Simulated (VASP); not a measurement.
# Si47C49 (a cell with a defect) in VASP: relaxation of the atoms with PBEsol

Aim: the relaxation of the atoms of Si47C49 (a cell with a defect) with PBEsol.

All numbers are computed with VASP 6.6.1; they aren't measurements. Logs are shortened: lines on timing, memory, paths and dates and some standing lists are left out, and cuts for length are marked.

### Step 1. The cell of the first run

The cell holds a defect, 96 atoms: a = 9.234 Å, b = 10.663 Å, c = 10.076 Å, α = 90.00°, β = 90.00°, γ = 90.00°.

[end of part 1 of 2]
